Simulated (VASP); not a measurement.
# HW4C4 in VASP: a series of runs

The runs below take HW4C4 through single point, with PBE.

All numbers are computed with VASP 6.6.1; they aren't measurements. Logs are shortened: lines on timing, memory, paths and dates and some standing lists are left out, and cuts for length are marked.

### Step 1. The cell of the first run

The cell holds a slab with vacuum, 18 atoms: a = 5.787 Å, b = 5.787 Å, c = 17.247 Å, α = 90.00°, β = 90.00°, γ = 120.00°.

### Step 2. Single point, PBE

File INCAR:

```
PREC = Accurate ; ENCUT = 520
EDIFF = 1E-7 ; ISMEAR = -1
SIGMA = 0.05 ; LREAL = Auto
LASPH = T ; NELM = 100
ALGO = Normal ; ISIF = 2
LWAVE = F ; LCHARG = F
GGA = PE ; NBANDS = 88
```

File KPOINTS:

```
Automatic mesh
0
Gamma
  4 4 1
```

File POSCAR:

```
HW4C4
1.0
    5.7868000000      0.0000000000      0.0000000000
   -2.8934000000      5.0115160000      0.0000000000
    0.0000000000      0.0000000000     17.2472500000
W C H
8 8 2
Direct
    0.0000000000      0.0000000000      0.0579802577
    0.0008937720      0.0070260177      0.2254500283
    0.0000000000      0.5000000000      0.0579802577
    0.0026652387      0.5062214707      0.2223795678
    0.5000000000      0.0000000000      0.0579802577
    0.5023048619      0.0054464557      0.2227493658
    0.5000000000      0.5000000000      0.0579802577
    0.5021954507      0.5052010210      0.2245854267
    0.3325387714      0.1694291707      0.1341506037
    0.3392911254      0.1676608435      0.2892418791
    0.3348501195      0.6688908107      0.1352210932
    0.3355873444      0.6741099899      0.2954915131
    0.8340653933      0.1695484959      0.1352259056
    0.8339451649      0.1783665861      0.2961335865
    0.8328527222      0.6701483144      0.1339725463
    0.8420426578      0.6702794125      0.2890020148
    0.8341946660      0.2009707242      0.3589982171
    0.3436509939      0.6698502010      0.3586370001
```

Potentials or basis: VASP PAW PBE potentials, release 64 (W_sv, C, H).

Started as:

```sh
> cat potpaw_PBE.64/W_sv/POTCAR potpaw_PBE.64/C/POTCAR potpaw_PBE.64/H/POTCAR > POTCAR
> mpirun -np 1 vasp_std > vasp.out
```

OUTCAR:

```text
PREC = Accurate
   ENCUT = 520
   EDIFF = 1E-7
   ISMEAR = -1
   LREAL = Auto
   LASPH = T
   NELM = 100
   ISIF = 2
   GGA = PE

 ion  position               nearest neighbor table
   1  0.000  0.000  0.058-  15 2.11   9 2.12  13 2.15   2 2.89   5 2.89   5 2.89   3 2.89   3 2.89
                             7 2.89   7 2.89
   2  0.001  0.007  0.225-  16 2.01  10 2.02  14 2.09  13 2.27   9 2.29  15 2.31   6 2.88   4 2.88
                             1 2.89   8 2.89   8 2.89   4 2.90   6 2.91
   3  0.000  0.500  0.058-  13 2.13  15 2.14  11 2.14   4 2.84   7 2.89   7 2.89   5 2.89   1 2.89
                             1 2.89   5 2.89
   4  0.003  0.506  0.222-  16 1.99  14 2.08  12 2.09  11 2.24  13 2.26  15 2.26   3 2.84   2 2.88
                             6 2.89   8 2.89   8 2.89   6 2.90   2 2.90
   5  0.500  0.000  0.058-  11 2.13   9 2.14  13 2.14   6 2.84   1 2.89   1 2.89   3 2.89   7 2.89
                             7 2.89   3 2.89
   6  0.502  0.005  0.223-  10 1.99  12 2.08  14 2.09  13 2.25  11 2.26   9 2.27   5 2.84   2 2.88
                             4 2.89   8 2.89   8 2.89   4 2.90   2 2.91
   7  0.500  0.500  0.058-   9 2.11  15 2.12  11 2.14   8 2.87   3 2.89   3 2.89   5 2.89   5 2.89
                             1 2.89   1 2.89
   8  0.502  0.505  0.225-  10 2.03  16 2.03  12 2.08  11 2.26  15 2.28   9 2.29   7 2.87   2 2.89
                             6 2.89   4 2.89   4 2.89   6 2.89   2 2.89
   9  0.333  0.169  0.134-   7 2.11   1 2.12   5 2.14   6 2.27   2 2.29   8 2.29
  10  0.339  0.168  0.289-   6 1.99   2 2.02   8 2.03
  11  0.335  0.669  0.135-   5 2.13   7 2.14   3 2.14   4 2.24   6 2.26   8 2.26
  12  0.336  0.674  0.295-  18 1.09   8 2.08   6 2.08   4 2.09
  13  0.834  0.170  0.135-   3 2.13   5 2.14   1 2.15   6 2.25   4 2.26   2 2.27
  14  0.834  0.178  0.296-  17 1.09   4 2.08   2 2.09   6 2.09
  15  0.833  0.670  0.134-   1 2.11   7 2.12   3 2.14   4 2.26   8 2.28   2 2.31
  16  0.842  0.670  0.289-   4 1.99   2 2.01   8 2.03
  17  0.834  0.201  0.359-  14 1.09
  18  0.344  0.670  0.359-  12 1.09

  LATTYP: Found a hexagonal cell.
 ALAT       =     5.7868000000
 C/A-ratio  =     2.9804468791

  Lattice vectors:

 A1 = (   5.7868000000,   0.0000000000,   0.0000000000)
 A2 = (  -2.8934000000,   5.0115160000,   0.0000000000)
 A3 = (   0.0000000000,   0.0000000000,  17.2472500000)

Analysis of symmetry for initial positions (statically):
=====================================================================
 Subroutine PRICEL returns:
 Original cell was already a primitive cell.

 Routine SETGRP: Setting up the symmetry group for a
 hexagonal supercell.

 Subroutine GETGRP returns: Found  1 space group operations
 (whereof  1 operations were pure point group operations)
 out of a pool of 24 trial point group operations.

The static configuration has the point symmetry C_1 .

Analysis of symmetry for dynamics (positions and initial velocities):
=====================================================================
 Subroutine PRICEL returns:
 Original cell was already a primitive cell.

 Routine SETGRP: Setting up the symmetry group for a
 hexagonal supercell.

 Subroutine GETGRP returns: Found  1 space group operations
 (whereof  1 operations were pure point group operations)
 out of a pool of 24 trial point group operations.

The dynamic configuration has the point symmetry C_1 .

 Subroutine INISYM returns: Found  1 space group operations
 (whereof  1 operations are pure point group operations),
 and found     1 'primitive' translations

----------------------------------------------------------------------------------------

                                     Primitive cell

  volume of cell :     500.1813

  direct lattice vectors                    reciprocal lattice vectors
     5.786800000  0.000000000  0.000000000     0.172807078  0.099770209  0.000000000
    -2.893400000  5.011516000  0.000000000     0.000000000  0.199540419  0.000000000
     0.000000000  0.000000000 17.247250000     0.000000000  0.000000000  0.057980258

  length of vectors
     5.786800000  5.786800167 17.247250000     0.199540424  0.199540419  0.057980258

  position of ions in fractional coordinates (direct lattice)
     0.000000000  0.000000000  0.057980258
     0.000893772  0.007026018  0.225450028
     0.000000000  0.500000000  0.057980258
     0.002665239  0.506221471  0.222379568
     0.500000000  0.000000000  0.057980258
     0.502304862  0.005446456  0.222749366
[... 10 lines left out ...]
     0.834194666  0.200970724  0.358998217
     0.343650994  0.669850201  0.358637000

  ion indices of the primitive-cell ions
   primitive index   ion index
                 1           1
                 2           2
                 3           3
                 4           4
                 5           5
                 6           6
[... 10 lines left out ...]
                17          17
                18          18

----------------------------------------------------------------------------------------

 KPOINTS: Automatic mesh

Automatic generation of k-mesh.
 Grid dimensions read from file:
 generate k-points for:    4    4    1

 Generating k-lattice:

  Cartesian coordinates                     Fractional coordinates (reciprocal lattice)
     0.043201770  0.024942552  0.000000000     0.250000000  0.000000000  0.000000000
     0.000000000  0.049885105  0.000000000     0.000000000  0.250000000  0.000000000
     0.000000000  0.000000000  0.057980258     0.000000000  0.000000000  1.000000000

  Length of vectors
     0.049885106  0.049885105  0.057980258

  Shift w.r.t. Gamma in fractional coordinates (k-lattice)
     0.000000000  0.000000000  0.000000000

 Subroutine IBZKPT returns following result:
 ===========================================

 Found     10 irreducible k-points:

 Following reciprocal coordinates:
            Coordinates               Weight
  0.000000  0.000000  0.000000      1.000000
  0.250000 -0.000000  0.000000      2.000000
  0.000000  0.250000  0.000000      2.000000
 -0.250000  0.250000  0.000000      2.000000
  0.500000 -0.000000  0.000000      1.000000
  0.000000  0.500000  0.000000      1.000000
  0.500000  0.500000  0.000000      1.000000
  0.250000  0.250000  0.000000      2.000000
 -0.250000  0.500000  0.000000      2.000000
  0.500000  0.250000  0.000000      2.000000
   k-points           NKPTS =     10   k-points in BZ     NKDIM =     10   number of bands    NBANDS=     88
   number of dos      NEDOS =    301   number of ions     NIONS =     18
   total plane-waves  NPLWV = 294912
   dimension x,y,z NGX =    48 NGY =   48 NGZ =  128
   dimension x,y,z NGXF=    96 NGYF=   96 NGZF=  256
   ions per type =               8   8   2
   NGX,Y,Z   is equivalent  to a cutoff of  13.79, 13.79, 12.34 a.u.
   NGXF,Y,Z  is equivalent  to a cutoff of  27.58, 27.58, 24.68 a.u.
 SYSTEM =  unknown system
   PREC   = accura    normal or accurate (medium, high low for compatibility)
   ISTART =      0    job   : 0-new  1-cont  2-samecut
   ICHARG =      2    charge: 1-file 2-atom 10-const
   ISPIN  =      1    spin polarized calculation?
   LNONCOLLINEAR =      F non collinear calculations
   LSORBIT =      F    spin-orbit coupling
   LASPH  =      T    aspherical Exc in radial PAW
   ENCUT  =  520.0 eV  38.22 Ry    6.18 a.u.  10.76 10.76 32.07*2*pi/ulx,y,z
   NELM   =    100;   NELMIN=  2; NELMDL= -5     # of ELM steps
   EDIFF  = 0.1E-06   stopping-criterion for ELM
   LREAL  =      T    real-space projection
   EDIFFG = 0.1E-05   stopping-criterion for IOM
   NSW    =      0    number of steps for IOM
   IBRION =     -1    ionic relax: 0-MD 1-quasi-New 2-CG
   NFREE  =      0    steps in history (QN), initial steepest desc. (CG)
   ISIF   =      2    stress and relaxation
   ISYM   =      2    0-nonsym 1-usesym 2-fastsym
   POTIM  = 0.5000    time-step for ionic-motion
   TEBEG  =    0.0;   TEEND  =   0.0 temperature during run
   PSTRESS=    0.0 pullay stress
   NELECT =     146.0000    total number of electrons
   NUPDOWN=      -1.0000    fix difference up-down
   EMIN   =  10.00;   EMAX   =-10.00  energy-range for DOS
   EFERMI =   0.00;   METHOD = LEGACY
   ISMEAR =    -1;   SIGMA  =   0.05  broadening in eV -4-tet -1-fermi 0-gaus
   EFERMI_NEDOS =   21; number of points for ismear=-14 and -15
   IALGO  =     38    algorithm
   IMIX   =      4    mixing-type and parameters
     AMIX     =   0.40;   BMIX     =  1.00
     AMIX_MAG =   1.60;   BMIX_MAG =  1.00
  volume/ion in A,a.u.               =      27.79       187.52
  Fermi-wavevector in a.u.,A,eV,Ry     =   1.085967  2.052180 16.045682  1.179324
  Thomas-Fermi vector in A             =   2.222093
   LORBIT       =      0    0 simple, 1 ext, 2 COOP (PROOUT), +10 PAW based schemes
   GGA     = PE    functional components
   LHFCALC =     F    Hartree Fock is set to
   AEXX    =    0.0000 exact exchange contribution
   IVDW    =     0    specifies the selected vdW correction
   LEPSILON=     F    determine dielectric tensor
   LRPA    =     F    only Hartree local field effects (RPA)
 non-spin polarized calculation
  energy-cutoff  :      520.00
  volume of cell :      500.18
 maximum number of plane-waves:     13488
 NGX is ok and might be reduce to    48
   NGX = 21   NGY = 21   NGZ = 65

 number of electron     145.9999994 magnetization

 Free energy of the ion-electron system (eV)
  ---------------------------------------------------
  ext. energy  EPLUGINS =         0.00000000
  ---------------------------------------------------
  free energy    TOTEN  =      -171.73226640 eV

  energy without entropy =     -171.64868663  energy(sigma->0) =     -171.69047652

 E-fermi :   0.2084     XC(G=0):  -5.8551

 val. band max:        0.1532806163   @ k =   0.5000   0.2500   0.0000
 cond. band min:       0.2118253611   @ k =  -0.2500   0.2500   0.0000
 fundamental gap:      0.0585447448
 Fermi energy:         0.2084292035

 k-point     1 :       0.0000    0.0000    0.0000
  band No.  band energies     occupation
      1     -73.5844      2.00000
      2     -73.5285      2.00000
      3     -73.5233      2.00000
      4     -73.5220      2.00000
      5     -73.4244      2.00000
      6     -73.3826      2.00000
[... 869 lines left out ...]
     84       2.9146      0.00000
     85       3.4362      0.00000
 [bands above 85 left out]

------------------------ aborting loop because EDIFF is reached ----------------------------------------

  FORCE on cell =-STRESS in cart. coord.  units (eV):
  Direction    XX          YY          ZZ          XY          YZ          ZX
  --------------------------------------------------------------------------------------
  -------------------------------------------------------------------------------------
  Total        7.8647630      8.8619908      1.3194723      0.0203649     -1.9250744      0.6460118
  in kB       25.1923550     28.3866684      4.2265246      0.0652325     -6.1663852      2.0693007
  external PRESSURE =      19.2685160 kB  Pullay stress =       0.0000000 kB

 VOLUME and BASIS-vectors are now :
 -----------------------------------------------------------------------------
  energy-cutoff  :      520.00
  volume of cell :      500.18
      direct lattice vectors                 reciprocal lattice vectors
     5.786800000  0.000000000  0.000000000     0.172807078  0.099770209  0.000000000
    -2.893400000  5.011516000  0.000000000     0.000000000  0.199540419  0.000000000
     0.000000000  0.000000000 17.247250000     0.000000000  0.000000000  0.057980258

 POSITION                                       TOTAL-FORCE (eV/Angst)
 -----------------------------------------------------------------------------------
      0.00000      0.00000      1.00000        -0.099692      0.157995      0.033579
     -0.01516      0.03521      3.88839        -0.007903     -0.017456     -0.028762
     -1.44670      2.50576      1.00000         0.019195      0.088650     -0.165474
     -1.44928      2.53694      3.83544         0.023162     -0.037719     -0.004800
      2.89340      0.00000      1.00000         0.020709      0.085228     -0.113659
      2.89098      0.02729      3.84181         0.021811     -0.028435     -0.016476
[... 10 lines left out ...]
      4.24583      1.00717      6.19173         0.139146     -0.219297      0.031723
      0.05049      3.35696      6.18550        -0.061608      0.006307      0.064739
 -----------------------------------------------------------------------------------
    total drift:                                0.001195      0.027632      0.016572

  FREE ENERGIE OF THE ION-ELECTRON SYSTEM (eV)
  ---------------------------------------------------
  free  energy   TOTEN  =      -171.7322664045 eV

  energy  without entropy=     -171.6486866313  energy(sigma->0) =     -171.69047652
```

Wall time 28 min (1 thread of Intel Xeon Platinum 8259CL at 2.50GHz (Skylake/Cascade Lake), shared host); peak memory 0.77 GiB.

What came out:

```yaml
Free_energy: -171.7323 eV
Largest_force: 0.262 eV/Å
Band_gap_on_the_k_mesh: zero (bands 73 and 74 overlap by 0.75 eV)
```

Forces on the atoms (eV/Å):
```
W   -0.100  0.158  0.034
W   -0.008 -0.017 -0.029
W    0.019  0.089 -0.165
W    0.023 -0.038 -0.005
W    0.021  0.085 -0.114
W    0.022 -0.028 -0.016
W   -0.081  0.124 -0.087
W   -0.020 -0.007 -0.015
C   -0.005 -0.001  0.002
C    0.031 -0.026  0.079
C   -0.003 -0.002  0.006
C   -0.013 -0.009  0.061
C    0.006 -0.012  0.004
C    0.019 -0.053  0.054
C   -0.003 -0.007  0.008
C    0.013 -0.043  0.088
H    0.139 -0.219  0.032
H   -0.062  0.006  0.065
```

Levels at points of the mesh, in eV from the Fermi level:
```
           k point  band 69  band 70  band 71  band 72  band 73  band 74  band 75  band 76  band 77  band 78
(0.00, 0.00, 0.00)    -0.43    -0.22     0.50     0.53     0.57     0.61     0.61     1.40     1.56     2.42
(0.50, 0.00, 0.00)    -0.96    -0.95    -0.63    -0.59    -0.25    -0.17     1.05     1.07     1.58     1.59
(0.00, 0.50, 0.00)    -0.96    -0.95    -0.62    -0.59    -0.21    -0.14     0.99     1.02     1.57     1.59
(0.50, 0.50, 0.00)    -1.04    -0.94    -0.69    -0.36    -0.06     0.01     0.09     1.42     1.59     1.67
```

Caveat: there is no dipole correction, which matters where the two faces differ; spin-orbit coupling is left out, which moves the levels of the heavy elements.

### Step 3. Single point, PBE

File INCAR:

```
SYSTEM = HW4C4
ALGO     = Normal         ! electronic algorithm
EDIFF    = 1E-6           ! SCF threshold, eV
ENCUT    = 520            ! plane-wave cutoff, eV
GGA      = PE             ! functional
ISIF     = 2              ! what is computed and relaxed
ISMEAR   = -1             ! smearing method
LASPH    = .True.         ! aspherical terms in the spheres
LCHARG   = .False.        ! write CHGCAR
LREAL    = Auto         
LWAVE    = .False.        ! write WAVECAR
NBANDS   = 88             ! bands
NELM     = 60             ! most SCF steps
PREC     = Accurate       ! precision mode
SIGMA    = 0.05           ! smearing width, eV
```

File KPOINTS:

```
k-points
0
Gamma
  4 4 1
  0 0 0
```

File POSCAR:

```
HW4C4
1.0
    5.7868000000      0.0000000000      0.0000000000
   -2.8934000000      5.0115160000      0.0000000000
    0.0000000000      0.0000000000     17.2472500000
W C H
8 8 2
Direct
    0.0000000000      0.0000000000      0.0579803157
   -0.0001223276     -0.0001261095      0.2247826175
    0.0000000000      0.5000000000      0.0579803157
   -0.0001156278      0.4998565304      0.2247368131
    0.5000000000      0.0000000000      0.0579803157
    0.4999134401     -0.0001171302      0.2247811680
    0.5000000000      0.5000000000      0.0579803157
    0.4998878193      0.4998499456      0.2247678326
    0.3333686790      0.1667024509      0.1346222731
    0.3331760259      0.1665055045      0.2895322443
    0.3333625987      0.6667058431      0.1346543942
    0.3331300773      0.6664464406      0.2895263303
    0.8333284836      0.1666725199      0.1346192581
    0.8332317615      0.1665378301      0.2895386221
    0.8333409110      0.6667226045      0.1346236067
    0.8332730046      0.6665073004      0.2895243590
    0.6959493792      0.2866430038      0.4707277392
    0.6731680139      0.4033996898      0.4730719390
```

Potentials or basis: VASP PAW PBE potentials, release 64 (W_sv, C, H).

Started as:

```sh
> cat potpaw_PBE.64/W_sv/POTCAR potpaw_PBE.64/C/POTCAR potpaw_PBE.64/H/POTCAR > POTCAR
> mpirun -np 1 vasp_std > vasp.out
```

It took 27 min on 1 thread of Intel Xeon Platinum 8259CL at 2.50GHz (Skylake/Cascade Lake), shared host; peak memory 0.77 GiB.

The run converged. Its results:

```yaml
Free_energy: -169.0506 eV
Largest_force: 0.087 eV/Å
Band_gap_on_the_k_mesh: zero (bands 73 and 74 overlap by 0.63 eV)
```

Forces on the atoms (eV/Å):
```
W    0.000  0.001 -0.054
W    0.003  0.003 -0.040
W    0.001  0.002 -0.057
W   -0.001  0.002 -0.028
W    0.000 -0.001 -0.054
W   -0.001  0.002 -0.039
W   -0.001  0.002 -0.054
W    0.004  0.005 -0.034
C   -0.003 -0.005  0.006
C    0.001  0.000  0.087
C   -0.001 -0.006 -0.005
C    0.001  0.002  0.086
C    0.000 -0.002  0.006
C    0.000  0.001  0.086
C    0.001 -0.006  0.004
C   -0.002  0.000  0.086
H   -0.024  0.030  0.003
H    0.024 -0.030  0.000
```

Levels at points of the mesh, in eV from the Fermi level:
```tsv
k point	band 69	band 70	band 71	band 72	band 73	band 74	band 75	band 76	band 77	band 78
(0.00, 0.00, 0.00)	-0.75	0.36	0.36	0.56	0.56	0.56	1.23	1.40	1.40	1.41
(0.50, 0.00, 0.00)	-1.14	-0.98	-0.98	-0.46	-0.46	-0.07	-0.07	1.32	1.32	1.53
(0.00, 0.50, 0.00)	-1.14	-0.99	-0.98	-0.46	-0.46	-0.07	-0.07	1.32	1.32	1.53
(0.50, 0.50, 0.00)	-1.14	-0.99	-0.98	-0.46	-0.46	-0.07	-0.07	1.32	1.32	1.53
```

Caveat: there is no dipole correction, which matters where the two faces differ; spin-orbit coupling is left out, which moves the levels of the heavy elements.

The gap in the log of VASP goes by the Fermi energy; the results here count the filled bands.